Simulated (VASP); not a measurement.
Input of a VASP 6.6.1 run:

INCAR

```
SYSTEM = HoSbTe3
  PREC = Accurate
  ENCUT = 500
  EDIFF = 1E-6
  ISMEAR = 0
  SIGMA = 0.1
  LREAL = .FALSE.
  LASPH = .TRUE.
  NELM = 200
  ALGO = Normal
  ISIF = 2
  LWAVE = .FALSE.
  LCHARG = .FALSE.
  GGA = PE
  NBANDS = 24
  GGA_COMPAT = .FALSE.
  LMAXMIX = 6
```

The input KPOINTS:

```
Automatic mesh
0
G
  10 10 4
  0 0 0
```

POSCAR

```
HoSbTe3
1.0
    4.1501842547      0.0000000000      0.0000000000
    0.0000000000      4.1501842547      0.0000000000
    0.0000000000      0.0000000000      9.8086210553
Ho Sb Te
1 1 3
Direct
    0.0000000000      0.0000000000      0.5000000000
    0.0000000000      0.0000000000      0.0000000000
    0.5000000000      0.5000000000      0.1624985298
    0.5000000000      0.5000000000      0.8375014702
    0.5000000000      0.5000000000      0.5000000000
```

Potentials or basis: VASP PAW PBE potentials, release 64 (Ho_3, Sb, Te), 4f in core.

Command:

```bash
$ cat potpaw_PBE.64/Ho_3/POTCAR potpaw_PBE.64/Sb/POTCAR potpaw_PBE.64/Te/POTCAR > POTCAR
$ mpirun -np 1 vasp_std > vasp.out
```

Q: Estimate the pressure.

A: 0.0 GPa.

Q: Estimate the largest force.

A: 0.010 eV/Å.

Forces on the atoms (eV/Å):
```
Ho   0.000  0.000  0.000
Sb   0.000  0.000  0.000
Te   0.000  0.000 -0.010
Te   0.000  0.000  0.010
Te   0.000  0.000  0.000
```

Caveat: spin-orbit coupling is left out, which moves the levels of the heavy elements; the 4f electrons are frozen in the core, so they carry no moment and show no levels. Spin polarisation is off, so any magnetic state and its effect on volume and gap are missing.
